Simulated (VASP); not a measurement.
# BaTe (Fm-3m) in VASP: settings compared, part 2 of 2

VASP 6.6.1.

### 4 Single point, r2SCAN

Input file POSCAR:

```
BaTe
1.0
    0.0000000000      3.5323868426      3.5323868426
    3.5323868426      0.0000000000      3.5323868426
    3.5323868426      3.5323868426      0.0000000000
Ba Te
1 1
Direct
    0.0000000000      0.0000000000      0.0000000000
    0.5000000000      0.5000000000      0.5000000000
```

Input file INCAR.step1:

```
PREC = Accurate ; ENCUT = 520
ISMEAR = 0 ; SIGMA = 0.01
LREAL = F ; LASPH = T
NELM = 80 ; NBANDS = 15
GGA = PE ; ALGO = Normal
EDIFF = 1E-4 ; LWAVE = T
LCHARG = F
```

Input file INCAR.step2:

```
PREC = Accurate ; ENCUT = 520
EDIFF = 1E-7 ; ISMEAR = 0
SIGMA = 0.01 ; LREAL = F
LASPH = T ; NELM = 80
ALGO = Normal ; ISIF = 2
LWAVE = F ; LCHARG = F
METAGGA = R2SCAN ; LMIXTAU = T
NBANDS = 15 ; ISTART = 1
```

Input file KPOINTS:

```
Automatic mesh
0
Gamma
  6 6 6
```

Potentials or basis: VASP PAW PBE potentials, release 64 (Ba_sv, Te).

Command:

```console
cat potpaw_PBE.64/Ba_sv/POTCAR potpaw_PBE.64/Te/POTCAR > POTCAR
cp INCAR.step1 INCAR
mpirun -np 1 vasp_std > vasp.out
cp INCAR.step2 INCAR
mpirun -np 1 vasp_std > vasp.out
```

OUTCAR:

```text
PREC = Accurate
   ENCUT = 520
   EDIFF = 1E-7
   ISMEAR = 0
   LREAL = F
   LASPH = T
   NELM = 80
   ISIF = 2
   METAGGA = R2SCAN
   ISTART = 1

 ion  position               nearest neighbor table
   1  0.000  0.000  0.000-   2 3.53   2 3.53   2 3.53   2 3.53   2 3.53   2 3.53
   2  0.500  0.500  0.500-   1 3.53   1 3.53   1 3.53   1 3.53   1 3.53   1 3.53

  LATTYP: Found a face centered cubic cell.
 ALAT       =     7.0647736852

  Lattice vectors:

 A1 = (   0.0000000000,   3.5323868426,   3.5323868426)
 A2 = (   3.5323868426,   0.0000000000,   3.5323868426)
 A3 = (   3.5323868426,   3.5323868426,   0.0000000000)

Analysis of symmetry for initial positions (statically):
=====================================================================
 Subroutine PRICEL returns:
 Original cell was already a primitive cell.

 Routine SETGRP: Setting up the symmetry group for a
 face centered cubic supercell.

 Subroutine GETGRP returns: Found 48 space group operations
 (whereof 48 operations were pure point group operations)
 out of a pool of 48 trial point group operations.

The static configuration has the point symmetry O_h .

Analysis of symmetry for dynamics (positions and initial velocities):
=====================================================================
 Subroutine PRICEL returns:
 Original cell was already a primitive cell.

 Routine SETGRP: Setting up the symmetry group for a
 face centered cubic supercell.

 Subroutine GETGRP returns: Found 48 space group operations
 (whereof 48 operations were pure point group operations)
 out of a pool of 48 trial point group operations.

The dynamic configuration has the point symmetry O_h .

 Subroutine INISYM returns: Found 48 space group operations
 (whereof 48 operations are pure point group operations),
 and found     1 'primitive' translations

----------------------------------------------------------------------------------------

                                     Primitive cell

[... 111 lines left out ...]
   LRPA    =     F    only Hartree local field effects (RPA)
 non-spin polarized calculation
 Gauss-broadening in eV      SIGMA  =   0.01
  energy-cutoff  :      520.00
  volume of cell :       88.15
 maximum number of plane-waves:      2421
 NGX is ok and might be reduce to    40
   NGX = 19   NGY = 19   NGZ = 19

 number of electron      16.0000000 magnetization

 Free energy of the ion-electron system (eV)
  ---------------------------------------------------
  ext. energy  EPLUGINS =         0.00000000
  ---------------------------------------------------
  free energy    TOTEN  =       -56.02839419 eV

  energy without entropy =      -56.02839419  energy(sigma->0) =      -56.02839419

 E-fermi :   1.9673     XC(G=0):  -8.5140

 val. band max:        1.8932383328   @ k =   0.0000   0.0000   0.0000
 cond. band min:       3.8246958071   @ k =   0.5000   0.5000   0.0000
 fundamental gap:      1.9314574743
 Fermi energy:         1.9672686152

 k-point     1 :       0.0000    0.0000    0.0000
  band No.  band energies     occupation
      1     -25.9913      2.00000
      2     -10.7131      2.00000
      3     -10.7131      2.00000
      4     -10.7131      2.00000
      5      -7.8600      2.00000
      6       1.8932      2.00000
      7       1.8932      2.00000
      8       1.8932      2.00000
      9       5.2509      0.00000
     10       5.2509      0.00000
     11       5.2509      0.00000
     12       5.3617      0.00000
     13       5.9098      0.00000
     14       5.9098      0.00000
[... 257 lines left out ...]
      2     -10.8721      2.00000
      3     -10.8340      2.00000
      4     -10.8163      2.00000
      5      -7.5101      2.00000
      6       0.8366      2.00000
      7       0.8572      2.00000
      8       1.1598      2.00000
      9       4.8443      0.00000
     10       6.8626      0.00000
     11       7.1124      0.00000
     12       7.6907      0.00000
     13       8.0711      0.00000
     14       8.9077      0.00000
     15      10.4593      0.00000

------------------------ aborting loop because EDIFF is reached ----------------------------------------

  FORCE on cell =-STRESS in cart. coord.  units (eV):
  Direction    XX          YY          ZZ          XY          YZ          ZX
  --------------------------------------------------------------------------------------
  -------------------------------------------------------------------------------------
  Total        0.1624924      0.1624924      0.1624924      0.0000000      0.0000000      0.0000000
  in kB        2.9533097      2.9533097      2.9533097      0.0000000      0.0000000      0.0000000
  external PRESSURE =       2.9533097 kB  Pullay stress =       0.0000000 kB

 VOLUME and BASIS-vectors are now :
 -----------------------------------------------------------------------------
  energy-cutoff  :      520.00
  volume of cell :       88.15
      direct lattice vectors                 reciprocal lattice vectors
     0.000000000  3.532386843  3.532386843    -0.141547351  0.141547351  0.141547351
     3.532386843  0.000000000  3.532386843     0.141547351 -0.141547351  0.141547351
     3.532386843  3.532386843  0.000000000     0.141547351  0.141547351 -0.141547351

 POSITION                                       TOTAL-FORCE (eV/Angst)
 -----------------------------------------------------------------------------------
      0.00000      0.00000      0.00000         0.000000     -0.000000     -0.000000
      3.53239      3.53239      3.53239         0.000000      0.000000      0.000000
 -----------------------------------------------------------------------------------
    total drift:                                0.000000     -0.000000     -0.000000

  FREE ENERGIE OF THE ION-ELECTRON SYSTEM (eV)
  ---------------------------------------------------
  free  energy   TOTEN  =       -56.0283941935 eV

  energy  without entropy=      -56.0283941935  energy(sigma->0) =      -56.02839419
```

OUTCAR.step1:

```text
PREC = Accurate
   ENCUT = 520
   ISMEAR = 0
   LREAL = F
   LASPH = T
[... 498 lines left out ...]
 -----------------------------------------------------------------------------------
      0.00000      0.00000      0.00000        -0.000000     -0.000000     -0.000000
      3.53239      3.53239      3.53239         0.000000      0.000000      0.000000
 -----------------------------------------------------------------------------------
    total drift:                                0.000000     -0.000000     -0.000000

  FREE ENERGIE OF THE ION-ELECTRON SYSTEM (eV)
  ---------------------------------------------------
  free  energy   TOTEN  =        -8.6282302909 eV

  energy  without entropy=       -8.6282302909  energy(sigma->0) =       -8.62823029
```

Wall time 58 s (1 thread of Intel Xeon 6975P-C (Granite Rapids), shared host); peak memory 0.26 GiB.

What came out:

| Property | Result |
| --- | --- |
| Free energy | -56.0284 eV |
| Pressure | 0.3 GPa |
| Band gap on the k mesh | 1.93 eV (least direct gap 2.32 eV) |

Levels at points of the mesh, in eV from the valence-band top:
```tsv
k point	band 5	band 6	band 7	band 8	band 9	band 10	band 11	band 12
(0.00, 0.00, 0.00)	-9.75	0.00	0.00	0.00	3.36	3.36	3.36	3.47
(0.50, 0.00, 0.00)	-9.05	-2.15	-1.07	-1.07	4.60	5.19	5.35	5.35
(0.50, 0.50, 0.00)	-9.54	-1.14	-0.39	-0.39	1.93	4.90	5.23	6.10
```

Caveat: the PAW data sets were made with another functional, which shifts forces and pressure a little; spin-orbit coupling is left out, which moves the levels of the heavy elements. A k mesh can miss the band edges.

### 5 Single point, r2SCAN (strain +3.0%)

Input file POSCAR:

```
BaTe
1.0
    0.0000000000      3.6383584479      3.6383584479
    3.6383584479      0.0000000000      3.6383584479
    3.6383584479      3.6383584479      0.0000000000
Ba Te
1 1
Direct
    0.0000000000      0.0000000000      0.0000000000
    0.5000000000      0.5000000000      0.5000000000
```

Input file INCAR.step1:

```
SYSTEM = BaTe
  PREC = Accurate
  ENCUT = 520
  ISMEAR = 0
  SIGMA = 0.01
  LREAL = .FALSE.
  LASPH = .TRUE.
  NELM = 100
  NBANDS = 15
  GGA = PE
  ALGO = Normal
  EDIFF = 1E-4
  LWAVE = .TRUE.
  LCHARG = .FALSE.
```

Input file INCAR.step2:

```
SYSTEM = BaTe
  PREC = Accurate
  ENCUT = 520
  EDIFF = 1E-6
  ISMEAR = 0
  SIGMA = 0.01
  LREAL = .FALSE.
  LASPH = .TRUE.
  NELM = 100
  ALGO = Normal
  ISIF = 2
  LWAVE = .FALSE.
  LCHARG = .FALSE.
  METAGGA = R2SCAN
  LMIXTAU = .TRUE.
  NBANDS = 15
  ISTART = 1
```

Input file KPOINTS:

```
regular mesh
0
G
  6 6 6
  0 0 0
```

Command:

```console
cat potpaw_PBE.64/Ba_sv/POTCAR potpaw_PBE.64/Te/POTCAR > POTCAR
cp INCAR.step1 INCAR
mpirun -np 1 vasp_std > vasp.out
cp INCAR.step2 INCAR
mpirun -np 1 vasp_std > vasp.out
```

Wall time 53 s (1 thread of Intel Xeon 6975P-C (Granite Rapids), shared host); peak memory 0.27 GiB.

The run converged. Its results:

* Free energy: -55.9796 eV
* Pressure: -2.0 GPa
* Band gap on the k mesh: 2.09 eV (least direct gap 2.47 eV)

Levels at points of the mesh, in eV from the valence-band top:
```
           k point  band 5  band 6  band 7  band 8  band 9  band 10  band 11  band 12
(0.00, 0.00, 0.00)   -9.57    0.00    0.00    0.00    3.11     3.38     3.38     3.38
(0.50, 0.00, 0.00)   -9.08   -1.92   -0.91   -0.91    4.46     4.96     5.13     5.13
(0.50, 0.50, 0.00)   -9.39   -1.09   -0.38   -0.38    2.09     4.74     4.84     5.70
```

Caveat: the cell differs from its parent crystal (strain +3.0%); the PAW data sets were made with another functional, which shifts forces and pressure a little; spin-orbit coupling is left out, which moves the levels of the heavy elements. A k mesh can miss the band edges.

### 6 Summary

```csv
level,cell,smearing,gap on the mesh (eV),pressure (GPa)
PBE,"a = 4.996 Å, angles 60.0°, 2 atoms",fermi-dirac 0.02 eV,1.58,0.3
PBE,"a = 5.145 Å, angles 60.0°, 2 atoms",fermi-dirac 0.02 eV,1.74,-1.9
r2SCAN,"a = 4.996 Å, angles 60.0°, 2 atoms",gaussian 0.01 eV,1.93,0.3
r2SCAN,"a = 5.145 Å, angles 60.0°, 2 atoms",gaussian 0.01 eV,2.09,-2.0
```

Alike in all rows: task single point; potentials or basis VASP PAW PBE potentials, release 64 (Ba_sv, Te); no spin polarisation; k mesh 6 × 6 × 6; cutoff (eV) 520.

Caveats: spin-orbit coupling is left out, which moves the levels of the heavy elements; the PAW data sets were made with another functional, which shifts forces and pressure a little (at least some runs).

Absolute energies hang on the potentials; compare differences alone.
